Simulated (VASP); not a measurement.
LiZn3:

```xyz
4
Lattice="0.0000 3.0111 3.0111 3.0111 0.0000 3.0111 3.0111 3.0111 0.0000" Properties=species:S:1:pos:R:3 pbc="T T T"
Li    0.0000    0.0000    0.0000
Zn    1.5056    1.5056    1.5056
Zn    4.5167    4.5167    4.5167
Zn    3.0111    3.0111    3.0111
```

Program: VASP 6.6.1. Alike in all runs: task single point; level LDA; potentials or basis VASP PAW LDA potentials, release 64 (Li_sv, Zn); no spin polarisation; cell as given; cutoff (eV) 520; smearing methfessel-paxton 0.05 eV. Hardware: 1 thread of Intel(R) Xeon(R) Platinum 8488C (Sapphire Rapids), with other jobs on the host.

Question: Order these runs on this cell by their wall time, lowest first.
A. k mesh 7 × 7 × 7
B. k mesh 2 × 2 × 2
C. k mesh 5 × 5 × 5

Answer: B (3.6 s), C (10 s), A (29 s).

Caveats: some runs use coarse meshes.
